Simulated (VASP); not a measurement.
# AlN (Fm-3m) in VASP: further runs

The runs below take AlN through single point, with RPBE+D3(BJ), PBEsol+D3(BJ), PBEsol+D4.

Everything below comes from runs of VASP 6.6.1. Logs are shortened: lines on timing, memory, paths and dates and some standing lists are left out, and cuts for length are marked.

### Step 1. The cell of the first run

Symmetry: Fm-3m, No. 225, cubic system. Conventional cell: a = 3.940 Å, b = 3.940 Å, c = 3.940 Å, α = 90.00°, β = 90.00°, γ = 90.00°. Al (site symmetry m-3m) has 6 N at 1.97 Å within 2.6 Å. N (site symmetry m-3m) has 6 Al at 1.97 Å within 2.6 Å.

### Step 2. Single point, RPBE+D3(BJ)

INCAR reads:

```
SYSTEM = AlN
PREC = Accurate
ENCUT = 520
EDIFF = 1E-6
ISMEAR = -1
SIGMA = 0.05
LREAL = .False.
LASPH = .True.
NELM = 80
ALGO = Normal
ISIF = 2
LWAVE = .False.
LCHARG = .False.
GGA = RP
IVDW = 12
NBANDS = 11
```

KPOINTS reads:

```
regular mesh
0
Gamma
  11 11 11
  0 0 0
```

POSCAR reads:

```
AlN
1.0
    0.0000000000      1.9701050137      1.9701050137
    1.9701050137      0.0000000000      1.9701050137
    1.9701050137      1.9701050137      0.0000000000
Al N
1 1
Direct
    0.5000000000      0.5000000000      0.5000000000
    0.0000000000      0.0000000000      0.0000000000
```

Potentials or basis: VASP PAW PBE potentials, release 64 (Al, N).

The run is started by

```
cat potpaw_PBE.64/Al/POTCAR potpaw_PBE.64/N/POTCAR > POTCAR
mpirun -np 1 vasp_std > vasp.out
```

OUTCAR:

```text
SYSTEM = AlN
   PREC = Accurate
   ENCUT = 520
   EDIFF = 1E-6
   ISMEAR = -1
   LREAL = .False.
   LASPH = .True.
   NELM = 80
   ISIF = 2
   GGA = RP
   IVDW = 12
 IVDW          = 12

 ion  position               nearest neighbor table
   1  0.500  0.500  0.500-   2 1.97   2 1.97   2 1.97   2 1.97   2 1.97   2 1.97
   2  0.000  0.000  0.000-   1 1.97   1 1.97   1 1.97   1 1.97   1 1.97   1 1.97

  LATTYP: Found a face centered cubic cell.
 ALAT       =     3.9402100274

  Lattice vectors:

 A1 = (   0.0000000000,   1.9701050137,   1.9701050137)
 A2 = (   1.9701050137,   0.0000000000,   1.9701050137)
 A3 = (   1.9701050137,   1.9701050137,   0.0000000000)

Analysis of symmetry for initial positions (statically):
=====================================================================
 Subroutine PRICEL returns:
 Original cell was already a primitive cell.

 Routine SETGRP: Setting up the symmetry group for a
 face centered cubic supercell.

 Subroutine GETGRP returns: Found 48 space group operations
 (whereof 48 operations were pure point group operations)
 out of a pool of 48 trial point group operations.

The static configuration has the point symmetry O_h .

Analysis of symmetry for dynamics (positions and initial velocities):
=====================================================================
 Subroutine PRICEL returns:
 Original cell was already a primitive cell.

 Routine SETGRP: Setting up the symmetry group for a
 face centered cubic supercell.

 Subroutine GETGRP returns: Found 48 space group operations
 (whereof 48 operations were pure point group operations)
 out of a pool of 48 trial point group operations.

The dynamic configuration has the point symmetry O_h .

 Subroutine INISYM returns: Found 48 space group operations
 (whereof 48 operations are pure point group operations),
 and found     1 'primitive' translations

----------------------------------------------------------------------------------------

                                     Primitive cell

  volume of cell :      15.2932

  direct lattice vectors                    reciprocal lattice vectors
     0.000000000  1.970105014  1.970105014    -0.253793578  0.253793578  0.253793578
     1.970105014  0.000000000  1.970105014     0.253793578 -0.253793578  0.253793578
     1.970105014  1.970105014  0.000000000     0.253793578  0.253793578 -0.253793578

  length of vectors
     2.786149230  2.786149230  2.786149230     0.439583371  0.439583371  0.439583371

  position of ions in fractional coordinates (direct lattice)
     0.500000000  0.500000000  0.500000000
     0.000000000  0.000000000  0.000000000

  ion indices of the primitive-cell ions
   primitive index   ion index
                 1           1
                 2           2

----------------------------------------------------------------------------------------

 KPOINTS: regular mesh

Automatic generation of k-mesh.
 Grid dimensions read from file:
 generate k-points for:   11   11   11

 Generating k-lattice:

  Cartesian coordinates                     Fractional coordinates (reciprocal lattice)
    -0.023072143  0.023072143  0.023072143     0.090909091  0.000000000  0.000000000
     0.023072143 -0.023072143  0.023072143     0.000000000  0.090909091  0.000000000
     0.023072143  0.023072143 -0.023072143     0.000000000  0.000000000  0.090909091

  Length of vectors
     0.039962125  0.039962125  0.039962125

  Shift w.r.t. Gamma in fractional coordinates (k-lattice)
     0.000000000  0.000000000  0.000000000

 Subroutine IBZKPT returns following result:
 ===========================================

 Found     56 irreducible k-points:

 Following reciprocal coordinates:
            Coordinates               Weight
  0.000000  0.000000  0.000000      1.000000
  0.090909  0.000000  0.000000      8.000000
  0.181818  0.000000  0.000000      8.000000
  0.272727  0.000000  0.000000      8.000000
  0.363636  0.000000  0.000000      8.000000
  0.454545  0.000000  0.000000      8.000000
[... 16 lines left out ...]
 -0.272727  0.181818  0.000000     24.000000
 -0.181818  0.181818  0.000000     12.000000
 [... further k-points ...]
   k-points           NKPTS =     56   k-points in BZ     NKDIM =     56   number of bands    NBANDS=     11
   number of dos      NEDOS =    301   number of ions     NIONS =      2
   total plane-waves  NPLWV =  13824
   dimension x,y,z NGX =    24 NGY =   24 NGZ =   24
   dimension x,y,z NGXF=    48 NGYF=   48 NGZF=   48
   ions per type =               1   1
   NGX,Y,Z   is equivalent  to a cutoff of  14.32, 14.32, 14.32 a.u.
   NGXF,Y,Z  is equivalent  to a cutoff of  28.64, 28.64, 28.64 a.u.
 SYSTEM =  AlN
   PREC   = accura    normal or accurate (medium, high low for compatibility)
   ISTART =      0    job   : 0-new  1-cont  2-samecut
   ICHARG =      2    charge: 1-file 2-atom 10-const
   ISPIN  =      1    spin polarized calculation?
   LNONCOLLINEAR =      F non collinear calculations
   LSORBIT =      F    spin-orbit coupling
   LASPH  =      T    aspherical Exc in radial PAW
   ENCUT  =  520.0 eV  38.22 Ry    6.18 a.u.   5.18  5.18  5.18*2*pi/ulx,y,z
   NELM   =     80;   NELMIN=  2; NELMDL= -5     # of ELM steps
   EDIFF  = 0.1E-05   stopping-criterion for ELM
   LREAL  =      F    real-space projection
   EDIFFG = 0.1E-04   stopping-criterion for IOM
   NSW    =      0    number of steps for IOM
   IBRION =     -1    ionic relax: 0-MD 1-quasi-New 2-CG
   NFREE  =      0    steps in history (QN), initial steepest desc. (CG)
   ISIF   =      2    stress and relaxation
   ISYM   =      2    0-nonsym 1-usesym 2-fastsym
   POTIM  = 0.5000    time-step for ionic-motion
   TEBEG  =    0.0;   TEEND  =   0.0 temperature during run
   PSTRESS=    0.0 pullay stress
   NELECT =       8.0000    total number of electrons
   NUPDOWN=      -1.0000    fix difference up-down
   EMIN   =  10.00;   EMAX   =-10.00  energy-range for DOS
   EFERMI =   0.00;   METHOD = LEGACY
   ISMEAR =    -1;   SIGMA  =   0.05  broadening in eV -4-tet -1-fermi 0-gaus
   EFERMI_NEDOS =   21; number of points for ismear=-14 and -15
   IALGO  =     38    algorithm
   IMIX   =      4    mixing-type and parameters
     AMIX     =   0.40;   BMIX     =  1.00
     AMIX_MAG =   1.60;   BMIX_MAG =  1.00
  volume/ion in A,a.u.               =       7.65        51.60
  Fermi-wavevector in a.u.,A,eV,Ry     =   1.319083  2.492705 23.673864  1.739980
  Thomas-Fermi vector in A             =   2.449007
   LORBIT       =      0    0 simple, 1 ext, 2 COOP (PROOUT), +10 PAW based schemes
   GGA     = RP    functional components
   LHFCALC =     F    Hartree Fock is set to
   AEXX    =    0.0000 exact exchange contribution
   IVDW    =    12    specifies the selected vdW correction
   LEPSILON=     F    determine dielectric tensor
   LRPA    =     F    only Hartree local field effects (RPA)
 non-spin polarized calculation
  energy-cutoff  :      520.00
  volume of cell :       15.29
 maximum number of plane-waves:       428
 NGX is ok and might be reduce to    24
   NGX = 11   NGY = 11   NGZ = 11

 number of electron       8.0000000 magnetization

 Free energy of the ion-electron system (eV)
  ---------------------------------------------------
  ext. energy  EPLUGINS =         0.00000000
  ---------------------------------------------------
  free energy    TOTEN  =       -13.60539727 eV

  energy without entropy =      -13.60539727  energy(sigma->0) =      -13.60539727

 E-fermi :  12.0359     XC(G=0): -12.5608

 val. band max:       11.1159992633   @ k =   0.0000   0.0000   0.0000
 cond. band min:      16.3570225154   @ k =   0.4545   0.4545   0.0000
 fundamental gap:      5.2410232521
 Fermi energy:        12.0358547163

 k-point     1 :       0.0000    0.0000    0.0000
  band No.  band energies     occupation
      1      -7.2105      2.00000
      2      11.1160      2.00000
      3      11.1160      2.00000
      4      11.1160      2.00000
      5      17.9747      0.00000
      6      23.5377      0.00000
      7      23.5377      0.00000
      8      23.5377      0.00000
      9      28.8820      0.00000
     10      29.4730      0.00000
     11      29.4730      0.00000

 k-point     2 :       0.0909    0.0000    0.0000
  band No.  band energies     occupation
      1      -7.0285      2.00000
      2      10.2485      2.00000
      3      10.9979      2.00000
      4      10.9979      2.00000
      5      18.4729      0.00000
      6      22.7516      0.00000
      7      23.8282      0.00000
      8      23.8282      0.00000
      9      28.3030      0.00000
     10      28.3030      0.00000
     11      30.2670      0.00000

 k-point     3 :       0.1818    0.0000    0.0000
  band No.  band energies     occupation
      1      -6.4953      2.00000
      2       8.2885      2.00000
      3      10.7021      2.00000
      4      10.7021      2.00000
      5      18.9588      0.00000
      6      22.3279      0.00000
      7      24.2639      0.00000
      8      24.2639      0.00000
      9      27.4553      0.00000
     10      27.4553      0.00000
     11      30.2122      0.00000

 k-point     4 :       0.2727    0.0000    0.0000
  band No.  band energies     occupation
      1      -5.6577      2.00000
      2       6.0262      2.00000
      3      10.3527      2.00000
      4      10.3527      2.00000
      5      18.5619      0.00000
      6      23.3501      0.00000
      7      23.8985      0.00000
      8      23.8985      0.00000
      9      28.4061      0.00000
     10      28.4061      0.00000
     11      29.3719      0.00000
[... 239 lines left out ...]
 k-point    22 :      -0.3636    0.1818    0.0000
  band No.  band energies     occupation
      1      -3.5865      2.00000
      2       3.4767      2.00000
      3       7.4631      2.00000
      4       9.6429      2.00000
      5      19.4843      0.00000
      6      21.4868      0.00000
      7      24.1371      0.00000
      8      24.4153      0.00000
      9      30.3606      0.00000
     10      30.9130      0.00000
     11      32.7702      0.00000

 k-point    23 :      -0.2727    0.1818    0.0000
  band No.  band energies     occupation
      1      -4.4681      2.00000
      2       4.9260      2.00000
      3       7.6254      2.00000
      4      10.0515      2.00000
      5      20.1157      0.00000
      6      21.8347      0.00000
      7      23.2260      0.00000
      8      24.2706      0.00000
      9      27.8742      0.00000
     10      31.5066      0.00000
     11      32.9092      0.00000

 k-point    24 :      -0.1818    0.1818    0.0000
  band No.  band energies     occupation
      1      -5.3866      2.00000
      2       6.4572      2.00000
      3       8.3926      2.00000
      4      10.4615      2.00000
      5      20.5015      0.00000
      6      21.3582      0.00000
      7      23.3025      0.00000
      8      24.7133      0.00000
      9      26.0425      0.00000
     10      30.5982      0.00000
     11      32.7730      0.00000

 [... further k-points ...]

------------------------ aborting loop because EDIFF is reached ----------------------------------------

 Edisp (eV)   -3.28987

 E8    (eV) :    -1.9842

  FORCE on cell =-STRESS in cart. coord.  units (eV):
  Direction    XX          YY          ZZ          XY          YZ          ZX
  --------------------------------------------------------------------------------------
  -------------------------------------------------------------------------------------
  Total      -0.09555    -0.09555    -0.09555    -0.00000    -0.00000     0.00000
  in kB     -10.01004   -10.01004   -10.01004    -0.00000    -0.00000     0.00000
  external pressure =      -10.01 kB  Pullay stress =        0.00 kB

 VOLUME and BASIS-vectors are now :
 -----------------------------------------------------------------------------
  energy-cutoff  :      520.00
  volume of cell :       15.29
      direct lattice vectors                 reciprocal lattice vectors
     0.000000000  1.970105014  1.970105014    -0.253793578  0.253793578  0.253793578
     1.970105014  0.000000000  1.970105014     0.253793578 -0.253793578  0.253793578
     1.970105014  1.970105014  0.000000000     0.253793578  0.253793578 -0.253793578

 POSITION                                       TOTAL-FORCE (eV/Angst)
 -----------------------------------------------------------------------------------
      1.97011      1.97011      1.97011         0.000000     -0.000000      0.000000
      0.00000      0.00000      0.00000        -0.000000      0.000000     -0.000000
 -----------------------------------------------------------------------------------
    total drift:                                0.000000     -0.000000     -0.000000

  FREE ENERGIE OF THE ION-ELECTRON SYSTEM (eV)
  ---------------------------------------------------
  free  energy   TOTEN  =       -16.8952668351 eV

  energy  without entropy=      -16.8952668351  energy(sigma->0) =      -16.89526684
```

Wall time 7.5 s (1 thread of Intel Xeon 6975P-C, shared host); peak memory 0.15 GiB.

What came out:

| Property | Result |
| --- | --- |
| Free energy | -16.8953 eV |
| Pressure | -1.0 GPa |
| Band gap on the k mesh | 5.24 eV, indirect (least direct gap 6.86 eV) |
| Dispersion energy per atom | -1.645 eV |

Levels at points of the mesh, in eV from the valence-band top:
```csv
k point,band 1,band 2,band 3,band 4,band 5,band 6,band 7,band 8
"(0.00, 0.00, 0.00)",-18.33,0.00,0.00,0.00,6.86,12.42,12.42,12.42
```

Caveat: the PAW data sets were made with another functional, which shifts forces and pressure a little.

(Continued in part 2 of 2.)
